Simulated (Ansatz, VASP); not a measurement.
**Two plane-wave programs on Pt**

The input INCAR:

```
  ALGO = Normal
  EDIFF = 1E-7
  ENCUT = 520
  GGA = PS
  ISIF = 2
  ISMEAR = 1
  LASPH = T
  LCHARG = T
  LELF = T
  LREAL = F
  LVHAR = T
  LWAVE = F
  NBANDS = 17
  NELM = 60
  PREC = Accurate
  SIGMA = 0.1
```

File KPOINTS:

```
k-points
0
Gamma
  7 7 4
```

The input POSCAR:

```
Pt
1.0
    2.7606656200      0.0000000000      0.0000000000
   -1.3803328100      2.3908065500      0.0000000000
    0.0000000000      0.0000000000      4.7921340000
Pt
2
Direct
    0.6537767435      0.3238167148      0.7376589651
    0.3292720805      0.7164452446      0.2214971479
```

Input for Ansatz:

```yaml
crystal:
  lattice:
    - [2.76066562, 0.0, 0.0]
    - [-1.38033281, 2.39080655, 0.0]
    - [0.0, 0.0, 4.792134]
  atoms:
    - { symbol: Pt, position: [0.6537767435332501, 0.3238167147875978, 0.7376589650672496] }
    - { symbol: Pt, position: [0.32927208048409473, 0.7164452445553589, 0.22149714792036743] }
kpoints:
  mp_grid:
    grid: [7, 7, 4]
hamiltonian:
  xc: pbesol
  pseudopotentials:
    kind: paw
scf:
  occupations:
    method: cold
output:
  forces: true
  stress: true
```

Alike in both runs: task single point; functional PBEsol; k mesh 7 × 7 × 4; no spin polarisation.

|  | VASP | Ansatz |
| --- | --- | --- |
| version | VASP 6.6.1 | Ansatz 0.2.0 |
| potentials or method | VASP PAW PBE potentials, release 64 (Pt) | plane waves, PAW |
| plane-wave cutoff (eV) | 520 | 420 |
| occupations | methfessel-paxton of order 1, width 0.1 eV | cold |
| valence electrons in the cell | 20 | 36 |

Ansatz gave:

| Property | Result |
| --- | --- |
| pressure (GPa) | -9.7 |
| traceless stress, the component that is largest in VASP (GPa) | 4.18 |
| rms of the force components (eV/Å) | 0.423 |

Q: Estimate VASP's values.

A: Pressure (GPa): -10.1; traceless stress, the component that is largest in VASP (GPa): 3.81; rms of the force components (eV/Å): 0.418.

VASP's potentials were made for PBE, not for PBEsol. Atom by atom the forces differ by 0.009 eV/Å (rms over components). VASP's potentials hold 20 valence electrons a cell and Ansatz's 36, so a difference there can come from the potentials and not from the codes.

The k mesh is coarse, so the values compare programs but aren't converged. Spin-orbit coupling is off throughout.
